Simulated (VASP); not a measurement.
Here is a VASP 6.6.1 calculation.

Contents of INCAR:

```
SYSTEM = Tl
  PREC = Accurate
  ENCUT = 520
  EDIFF = 1E-6
  ISMEAR = 0
  SIGMA = 0.1
  LREAL = .False.
  LASPH = .True.
  NELM = 100
  ALGO = Normal
  ISIF = 2
  LWAVE = .False.
  LCHARG = .True.
  GGA = PE
  LELF = .True.
  LVHAR = .True.
  NBANDS = 20
```

The input KPOINTS:

```
Automatic mesh
0
Gamma
  6 4 4
  0 0 0
```

POSCAR

```
Tl
1.0
    3.7592753427      0.2518368933     -0.0869841589
   -0.4550489264      5.3820154370      0.3796279708
   -0.2071372091      2.3621203128      3.2755565309
Tl
2
Direct
   -0.1548078957      0.2538209519      0.8400126286
    0.3438976271      0.7551899311      0.8396160807
```

Potentials or basis: VASP PAW PBE potentials, release 64 (Tl_d).

Command:

```bash
$ cat potpaw_PBE.64/Tl_d/POTCAR > POTCAR
$ mpirun -np 1 vasp_std > vasp.out
```

(1) What does it give for the largest force?

(2) Estimate the pressure.

Answers

(1) 0.016 eV/Å.

(2) 0.0 GPa.

Caveat: the k points lie up to 0.51 Å⁻¹ apart.
